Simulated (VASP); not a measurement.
# Zr2H3 (P-6m2) in VASP: single point with PBE

Aim: the single point of Zr2H3 with PBE.

Program: VASP 6.6.1. These are calculated values, not measurements. Logs are shortened: lines on timing, memory, paths and dates and some standing lists are left out, and cuts for length are marked.

**1. The cell of the first run**

It takes space group P-6m2 (No. 187, hexagonal). The conventional cell has a = 3.301 Å, b = 3.301 Å, c = 6.078 Å, α = 90.00°, β = 90.00°, γ = 120.00°. Within 2.6 Å of Zr (site symmetry 3m) lie 6 H at 1.98 to 2.39 Å. H (site symmetry 3m) has 3 Zr at 1.98 Å and 1 H at 2.09 Å within 2.6 Å. Within 3.4 Å of H (site symmetry -6m2) lie 6 Zr at 2.39 Å and 12 H at 2.76 to 3.30 Å.

**2. Single point, PBE**

POSCAR

```
Zr2H3
1.0
    3.3011025113      0.0000000000      0.0000000000
   -1.6505512556      2.8588386353      0.0000000000
    0.0000000000      0.0000000000      6.0777709848
Zr H
2 3
Direct
    0.0000000000      0.0000000000      0.2626630681
    0.0000000000      0.0000000000      0.7373369319
    0.3333333333      0.6666666667      0.1715387422
    0.3333333333      0.6666666667      0.8284612578
    0.6666666667      0.3333333333      0.5000000000
```

INCAR.step1

```
SYSTEM = Zr2H3
PREC = Accurate
ENCUT = 520
EDIFF = 1E-6
ISMEAR = 0
SIGMA = 0.1
LREAL = .FALSE.
LASPH = .TRUE.
NELM = 100
ALGO = Normal
ISIF = 2
LWAVE = .FALSE.
LCHARG = .TRUE.
LMAXMIX = 4
GGA = PE
NBANDS = 22
```

KPOINTS.step1

```
Automatic mesh
0
G
  12 12 6
  0 0 0
```

INCAR.step2

```
SYSTEM = Zr2H3
PREC = Accurate
ENCUT = 520
EDIFF = 1E-6
ISMEAR = -5
SIGMA = 0.1
LREAL = .FALSE.
LASPH = .TRUE.
NELM = 100
ALGO = Normal
ISIF = 2
LWAVE = .FALSE.
LCHARG = .FALSE.
LMAXMIX = 4
GGA = PE
LORBIT = 11
NEDOS = 1001
ICHARG = 11
```

KPOINTS.step2

```
Automatic mesh
0
G
  18 18 9
  0 0 0
```

Potentials or basis: VASP PAW PBE potentials, release 64 (Zr_sv, H).

On the command line:

```bash
> cat potpaw_PBE.64/Zr_sv/POTCAR potpaw_PBE.64/H/POTCAR > POTCAR
> cp INCAR.step1 INCAR
> cp KPOINTS.step1 KPOINTS
> mpirun -np 1 vasp_std > vasp.out
> cp INCAR.step2 INCAR
> cp KPOINTS.step2 KPOINTS
> mpirun -np 1 vasp_std > vasp.out
```

OUTCAR:

```text
SYSTEM = Zr2H3
   PREC = Accurate
   ENCUT = 520
   EDIFF = 1E-6
   ISMEAR = -5
   LREAL = .FALSE.
   LASPH = .TRUE.
   NELM = 100
   ISIF = 2
   GGA = PE
   LORBIT = 11
   ICHARG = 11

 ion  position               nearest neighbor table
   1  0.000  0.000  0.263-   3 1.98   3 1.98   3 1.98   5 2.39   5 2.39   5 2.39   2 2.88   2 3.19

   2  0.000  0.000  0.737-   4 1.98   4 1.98   4 1.98   5 2.39   5 2.39   5 2.39   1 2.88   1 3.19

   3  0.333  0.667  0.172-   1 1.98   1 1.98   1 1.98
   4  0.333  0.667  0.828-   2 1.98   2 1.98   2 1.98
   5  0.667  0.333  0.500-   1 2.39   2 2.39   1 2.39   2 2.39   1 2.39   2 2.39

  LATTYP: Found a hexagonal cell.
 ALAT       =     3.3011025113
 C/A-ratio  =     1.8411336709

  Lattice vectors:

 A1 = (   3.3011025113,   0.0000000000,   0.0000000000)
 A2 = (  -1.6505512556,   2.8588386353,   0.0000000000)
 A3 = (   0.0000000000,   0.0000000000,   6.0777709848)

Analysis of symmetry for initial positions (statically):
=====================================================================
 Subroutine PRICEL returns:
 Original cell was already a primitive cell.

 Routine SETGRP: Setting up the symmetry group for a
 hexagonal supercell.

 Subroutine GETGRP returns: Found 12 space group operations
 (whereof 12 operations were pure point group operations)
 out of a pool of 24 trial point group operations.

The static configuration has the point symmetry D_3h.

Analysis of symmetry for dynamics (positions and initial velocities):
=====================================================================
 Subroutine PRICEL returns:
 Original cell was already a primitive cell.

 Routine SETGRP: Setting up the symmetry group for a
 hexagonal supercell.

 Subroutine GETGRP returns: Found 12 space group operations
 (whereof 12 operations were pure point group operations)
 out of a pool of 24 trial point group operations.

The dynamic configuration has the point symmetry D_3h.

 Subroutine INISYM returns: Found 12 space group operations
 (whereof 12 operations are pure point group operations),
 and found     1 'primitive' translations

----------------------------------------------------------------------------------------

                                     Primitive cell

  volume of cell :      57.3579

  direct lattice vectors                    reciprocal lattice vectors
     3.301102511  0.000000000  0.000000000     0.302929096  0.174896195  0.000000000
    -1.650551256  2.858838635  0.000000000     0.000000000  0.349792390  0.000000000
     0.000000000  0.000000000  6.077770985     0.000000000  0.000000000  0.164534005

  length of vectors
     3.301102511  3.301102511  6.077770985     0.349792390  0.349792390  0.164534005

  position of ions in fractional coordinates (direct lattice)
     0.000000000  0.000000000  0.262663068
     0.000000000  0.000000000  0.737336932
     0.333333333  0.666666667  0.171538742
     0.333333333  0.666666667  0.828461258
     0.666666667  0.333333333  0.500000000

  ion indices of the primitive-cell ions
   primitive index   ion index
                 1           1
                 2           2
                 3           3
                 4           4
                 5           5

----------------------------------------------------------------------------------------

 KPOINTS: Automatic mesh

Automatic generation of k-mesh.
 Grid dimensions read from file:
 generate k-points for:   18   18    9

 Generating k-lattice:

  Cartesian coordinates                     Fractional coordinates (reciprocal lattice)
     0.016829394  0.009716455  0.000000000     0.055555556  0.000000000  0.000000000
     0.000000000  0.019432911  0.000000000     0.000000000  0.055555556  0.000000000
     0.000000000  0.000000000  0.018281556     0.000000000  0.000000000  0.111111111

  Length of vectors
     0.019432911  0.019432911  0.018281556

  Shift w.r.t. Gamma in fractional coordinates (k-lattice)
     0.000000000  0.000000000  0.000000000

 TETIRR: Found   2805 inequivalent tetrahedra from    17496

 Subroutine IBZKPT returns following result:
 ===========================================

 Found    185 irreducible k-points:

 Following reciprocal coordinates:
            Coordinates               Weight
  0.000000  0.000000  0.000000      1.000000
  0.055556 -0.000000  0.000000      6.000000
  0.111111 -0.000000  0.000000      6.000000
  0.166667 -0.000000  0.000000      6.000000
  0.222222 -0.000000  0.000000      6.000000
  0.277778  0.000000  0.000000      6.000000
[... 16 lines left out ...]
  0.333333  0.111111  0.000000     12.000000
  0.388889  0.111111  0.000000     12.000000
 [... further k-points ...]
   k-points           NKPTS =    185   k-points in BZ     NKDIM =    185   number of bands    NBANDS=     17
   number of dos      NEDOS =   1001   number of ions     NIONS =      5
   total plane-waves  NPLWV =  37632
   dimension x,y,z NGX =    28 NGY =   28 NGZ =   48
   dimension x,y,z NGXF=    56 NGYF=   56 NGZF=   96
   ions per type =               2   3
   NGX,Y,Z   is equivalent  to a cutoff of  14.10, 14.10, 13.13 a.u.
   NGXF,Y,Z  is equivalent  to a cutoff of  28.20, 28.20, 26.26 a.u.
 SYSTEM =  Zr2H3
   PREC   = accura    normal or accurate (medium, high low for compatibility)
   ISTART =      0    job   : 0-new  1-cont  2-samecut
   ICHARG =     11    charge: 1-file 2-atom 10-const
   ISPIN  =      1    spin polarized calculation?
   LNONCOLLINEAR =      F non collinear calculations
   LSORBIT =      F    spin-orbit coupling
   LASPH  =      T    aspherical Exc in radial PAW
   ENCUT  =  520.0 eV  38.22 Ry    6.18 a.u.   6.14  6.14 11.30*2*pi/ulx,y,z
   NELM   =    100;   NELMIN=  2; NELMDL=  0     # of ELM steps
   EDIFF  = 0.1E-05   stopping-criterion for ELM
   LREAL  =      F    real-space projection
   EDIFFG = 0.1E-04   stopping-criterion for IOM
   NSW    =      0    number of steps for IOM
   IBRION =     -1    ionic relax: 0-MD 1-quasi-New 2-CG
   NFREE  =      0    steps in history (QN), initial steepest desc. (CG)
   ISIF   =      2    stress and relaxation
   ISYM   =      2    0-nonsym 1-usesym 2-fastsym
   POTIM  = 0.5000    time-step for ionic-motion
   TEBEG  =    0.0;   TEEND  =   0.0 temperature during run
   PSTRESS=    0.0 pullay stress
   NELECT =      27.0000    total number of electrons
   NUPDOWN=      -1.0000    fix difference up-down
   EMIN   =  10.00;   EMAX   =-10.00  energy-range for DOS
   EFERMI =   0.00;   METHOD = LEGACY
   ISMEAR =    -5;   SIGMA  =   0.10  broadening in eV -4-tet -1-fermi 0-gaus
   EFERMI_NEDOS =   21; number of points for ismear=-14 and -15
   IALGO  =     38    algorithm
   IMIX   =      4    mixing-type and parameters
     AMIX     =   0.40;   BMIX     =  1.00
     AMIX_MAG =   1.60;   BMIX_MAG =  1.00
  volume/ion in A,a.u.               =      11.47        77.41
  Fermi-wavevector in a.u.,A,eV,Ry     =   1.273498  2.406563 22.065906  1.621798
  Thomas-Fermi vector in A             =   2.406318
   LORBIT       =     11    0 simple, 1 ext, 2 COOP (PROOUT), +10 PAW based schemes
   GGA     = PE    functional components
   LHFCALC =     F    Hartree Fock is set to
   AEXX    =    0.0000 exact exchange contribution
   IVDW    =     0    specifies the selected vdW correction
   LEPSILON=     F    determine dielectric tensor
   LRPA    =     F    only Hartree local field effects (RPA)
 non-spin polarized calculation
 Fermi weights with tetrahedron method with Bloechl corrections
  energy-cutoff  :      520.00
  volume of cell :       57.36
 maximum number of plane-waves:      1572
 NGX is ok and might be reduce to    28

 number of electron      26.9999998 magnetization

 Free energy of the ion-electron system (eV)
  ---------------------------------------------------
  ext. energy  EPLUGINS =         0.00000000
  ---------------------------------------------------
  free energy    TOTEN  =       -27.80202922 eV

  energy without entropy =      -27.80202922  energy(sigma->0) =      -27.80202922

 E-fermi :   7.5905     XC(G=0): -10.7561

 val. band max:        7.6182081191   @ k =   0.2222   0.0556   0.4444
 cond. band min:       7.5647780945   @ k =   0.2222   0.2222   0.0000
 fundamental gap:     -0.0534300247
 Fermi energy:         7.5905337258

 k-point     1 :       0.0000    0.0000    0.0000
  band No.  band energies     occupation
      1     -41.3797      2.00000
      2     -41.2765      2.00000
      3     -19.8632      2.00000
      4     -19.1437      2.00000
      5     -19.1437      2.00000
      6     -19.0560      2.00000
[... 9 lines left out ...]
     16       8.6358      0.00000
     17       9.3972      0.00000

 k-point     2 :       0.0556   -0.0000    0.0000
  band No.  band energies     occupation
      1     -41.3776      2.00000
      2     -41.2744      2.00000
      3     -19.8595      2.00000
      4     -19.1647      2.00000
      5     -19.1480      2.00000
      6     -19.0754      2.00000
[... 9 lines left out ...]
     16       8.7091      0.00000
     17       9.3698      0.00000

 k-point     3 :       0.1111   -0.0000    0.0000
  band No.  band energies     occupation
      1     -41.3713      2.00000
      2     -41.2684      2.00000
      3     -19.8487      2.00000
      4     -19.2250      2.00000
      5     -19.1605      2.00000
      6     -19.1308      2.00000
[... 9 lines left out ...]
     16       8.9264      0.00000
     17       9.2669      0.00000

 k-point     4 :       0.1667   -0.0000    0.0000
  band No.  band energies     occupation
      1     -41.3616      2.00000
      2     -41.2592      2.00000
      3     -19.8320      2.00000
      4     -19.3161      2.00000
      5     -19.2144      2.00000
      6     -19.1796      2.00000
[... 9 lines left out ...]
     16       9.1412      0.00000
     17       9.2950      0.00000

 k-point     5 :       0.2222   -0.0000    0.0000
  band No.  band energies     occupation
      1     -41.3497      2.00000
      2     -41.2479      2.00000
      3     -19.8116      2.00000
      4     -19.4258      2.00000
      5     -19.3152      2.00000
      6     -19.2029      2.00000
[... 9 lines left out ...]
     16       9.1842      0.00000
     17       9.8024      0.00000

 k-point     6 :       0.2778    0.0000    0.0000
  band No.  band energies     occupation
      1     -41.3370      2.00000
      2     -41.2358      2.00000
      3     -19.7898      2.00000
      4     -19.5402      2.00000
      5     -19.4207      2.00000
      6     -19.2276      2.00000
[... 9 lines left out ...]
     16       9.6927      0.00000
     17      10.0968      0.00000
[... 281 lines left out ...]
 k-point    21 :       0.2222    0.1111    0.0000
  band No.  band energies     occupation
      1     -41.3331      2.00000
      2     -41.2321      2.00000
      3     -19.7830      2.00000
      4     -19.5515      2.00000
      5     -19.4313      2.00000
      6     -19.2600      2.00000
[... 9 lines left out ...]
     16       9.7992      0.00000
     17      10.1316      0.00000

 k-point    22 :       0.2778    0.1111    0.0000
  band No.  band energies     occupation
      1     -41.3219      2.00000
      2     -41.2214      2.00000
      3     -19.7638      2.00000
      4     -19.6421      2.00000
      5     -19.5152      2.00000
      6     -19.2904      2.00000
[... 9 lines left out ...]
     16       9.9863      0.00000
     17      10.3511      0.00000

 k-point    23 :       0.3333    0.1111    0.0000
  band No.  band energies     occupation
      1     -41.3127      2.00000
      2     -41.2127      2.00000
      3     -19.7495      2.00000
      4     -19.7134      2.00000
      5     -19.5828      2.00000
      6     -19.3151      2.00000
[... 9 lines left out ...]
     16       9.9264      0.00000
     17      10.7663      0.00000

 k-point    24 :       0.3889    0.1111    0.0000
  band No.  band energies     occupation
      1     -41.3067      2.00000
      2     -41.2070      2.00000
      3     -19.7658      2.00000
      4     -19.7338      2.00000
      5     -19.6266      2.00000
      6     -19.3312      2.00000
[... 9 lines left out ...]
     16       9.9787      0.00000
     17      11.1400      0.00000

 [... further k-points ...]
[... 5 lines left out ...]
  --------------------------------------------------------------------------------------
  -------------------------------------------------------------------------------------
  Total       -0.6231930     -0.6231930      0.7924383     -0.0000000      0.0000000      0.0000000
  in kB      -17.4076509    -17.4076509     22.1351798     -0.0000000      0.0000000      0.0000000
  external PRESSURE =      -4.2267074 kB  Pullay stress =       0.0000000 kB

 VOLUME and BASIS-vectors are now :
 -----------------------------------------------------------------------------
  energy-cutoff  :      520.00
  volume of cell :       57.36
      direct lattice vectors                 reciprocal lattice vectors
     3.301102511  0.000000000  0.000000000     0.302929096  0.174896195  0.000000000
    -1.650551256  2.858838635  0.000000000     0.000000000  0.349792390  0.000000000
     0.000000000  0.000000000  6.077770985     0.000000000  0.000000000  0.164534005

 POSITION                                       TOTAL-FORCE (eV/Angst)
 -----------------------------------------------------------------------------------
      0.00000      0.00000      1.59641        -0.000000      0.000000     -0.005932
      0.00000      0.00000      4.48137        -0.000000      0.000000      0.005932
     -0.00000      1.90589      1.04257         0.000000     -0.000000      0.004137
     -0.00000      1.90589      5.03520         0.000000      0.000000     -0.004137
      1.65055      0.95295      3.03889         0.000000      0.000000      0.000000
 -----------------------------------------------------------------------------------
    total drift:                               -0.000036      0.000021      0.000000

  FREE ENERGIE OF THE ION-ELECTRON SYSTEM (eV)
  ---------------------------------------------------
  free  energy   TOTEN  =       -27.8020292183 eV

  energy  without entropy=      -27.8020292183  energy(sigma->0) =      -27.80202922

 total charge

# of ion       s       p       d       tot
------------------------------------------
    1        2.178   5.968   1.708   9.854
    2        2.178   5.968   1.708   9.854
    3        0.582   0.015   0.000   0.597
    4        0.582   0.015   0.000   0.597
    5        0.492   0.012   0.000   0.504
--------------------------------------------------
tot          6.010  11.979   3.417  21.405
```

Wall time 92 s (1 thread of AMD EPYC 9R45 (Zen 5), shared host); peak memory 0.27 GiB.

What came out:

| Item | Value |
| --- | --- |
| Valence electrons inside the program's atomic spheres | Zr 9.85; H 0.60, 0.50 (each value once) |

Caveat: an odd number of electrons without spin polarisation forces a metal; a magnetic or distorted state may lie lower.
